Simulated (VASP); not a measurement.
Wanted: the native input for a VASP 6.6.1 run.

```
Task                   : single point
Functional             : LDA
Potentials or basis    : VASP PAW LDA potentials, release 64 (Al)
Cutoff                 : 520 eV
k mesh                 : 8 × 8 × 8
Occupations            : fermi-dirac, width 0.1 eV
Spin                   : no spin polarisation
Dipole correction      : no
Further INCAR settings : ALGO = Normal; EDIFF = 1e-06; NBANDS = 10
```

The structure of Al lies in POSCAR:

```
Al
1.0
    0.0000000000      2.9750815209      2.9750815209
    2.9750815209      0.0000000000      2.9750815209
    2.9750815209      2.9750815209      0.0000000000
Al
2
Direct
    1.0000000000      1.0000000000      1.0000000000
    0.2500000000      0.2500000000      0.2500000000
```

The input as run:

INCAR

```
ALGO = Normal
EDIFF = 1E-6
ENCUT = 520
ISIF = 2
ISMEAR = -1
LASPH = T
LCHARG = F
LREAL = F
LWAVE = F
NBANDS = 10
NELM = 80
PREC = Accurate
SIGMA = 0.1
```

KPOINTS

```
k-points
0
Gamma
  8 8 8
```

Potentials or basis: VASP PAW LDA potentials, release 64 (Al).

The run is started by

```bash
$ cat potpaw_LDA.64/Al/POTCAR > POTCAR
$ mpirun -np 1 vasp_std > vasp.out
```

It gave:

* Pressure: 0.1 GPa
* Band gap on the k mesh: zero (band 3 reaches 5.10 eV, above the bottom of band 4 at 1.46 eV)

Wall time 5.8 s on 1 thread of Intel(R) Xeon(R) Platinum 8259CL CPU @ 2.50GHz (Skylake/Cascade Lake) (shared host), peak memory 0.14 GiB.
